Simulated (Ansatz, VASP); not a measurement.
## One calculation of AgAs, two programs

```
CELL_PARAMETERS angstrom
0.00000 2.68137 2.68137
2.68137 0.00000 2.68137
2.68137 2.68137 0.00000
ATOMIC_POSITIONS crystal
Ag 0.00000 0.00000 0.00000
As 0.50000 0.50000 0.50000
```

Alike in both runs: task single point; functional PBE; k mesh 6 × 6 × 6; occupations gaussian, width 0.1 eV; no spin polarisation.

```csv
,VASP,Ansatz
version,VASP 6.6.1,Ansatz 0.2.0
potentials or method,"VASP PAW PBE potentials, release 64 (Ag, As), cutoff 520 eV","scalar-relativistic, plane waves, PAW"
valence electrons in the cell,16,34
```

|  | VASP | Ansatz | Ansatz less VASP |
| --- | --- | --- | --- |
| gap on the k mesh at the Fermi level (eV) | none | none | - |
| pressure (GPa) | 4.0 | 4.0 | +0.02 |

A gap of «none» marks a metal or a gap that the smearing closes. The functional is the same, so the differences come from potentials, cutoffs and numerics. VASP's potentials hold 16 valence electrons a cell and Ansatz's 34, so a difference there can come from the potentials and not from the codes.
